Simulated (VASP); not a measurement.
Ga3Sb: single point with PBEsol

Ga3Sb:

```xyz
4
Lattice="-2.2011 2.2011 4.8539 2.2011 -2.2011 4.8539 2.2011 2.2011 -4.8539" Properties=species:S:1:pos:R:3 pbc="T T T"
Sb    0.0000    0.0000    0.0000
Ga    0.0000    0.0000    4.8539
Ga    2.2011    0.0000    2.4269
Ga    0.0000    2.2011    2.4269
```

This cell differs from its parent crystal: volume scaled by 1.06.

- Program: VASP 6.6.1
- Task: single point
- Functional: PBEsol
- Potentials or basis: VASP PAW PBE potentials, release 64 (Sb, Ga_d)
- Cutoff: 520 eV
- k mesh: 9 × 9 × 9
- Occupations: fermi-dirac, width 0.05 eV
- Spin: no spin polarisation
- Dipole correction: no
- Further INCAR settings: ALGO = Fast; EDIFF = 1e-06; NBANDS = 30

The pressure is -5.4 GPa and the band gap on the k mesh is zero (band 22 reaches 6.87 eV, above the bottom of band 23 at 3.57 eV).

Stress tensor (GPa, compression positive):
```
-5.53  0.00  0.00
 0.00 -5.53  0.00
 0.00  0.00 -5.19
```

Levels at points of the mesh, in eV from the Fermi level:
```
           k point  band 19  band 20  band 21  band 22  band 23  band 24  band 25  band 26
(0.00, 0.00, 0.00)    -3.07    -2.06    -1.59    -1.59    -0.12    -0.12     1.05     1.36
```

Wall time 6 min on 1 thread of AMD EPYC 7R43 64-Core Processor (Zen 3), with other jobs on the host, peak memory 0.39 GiB.

Caveat: the PAW data sets were made with another functional, which shifts forces and pressure a little; spin-orbit coupling is left out, which moves the levels of the heavy elements.
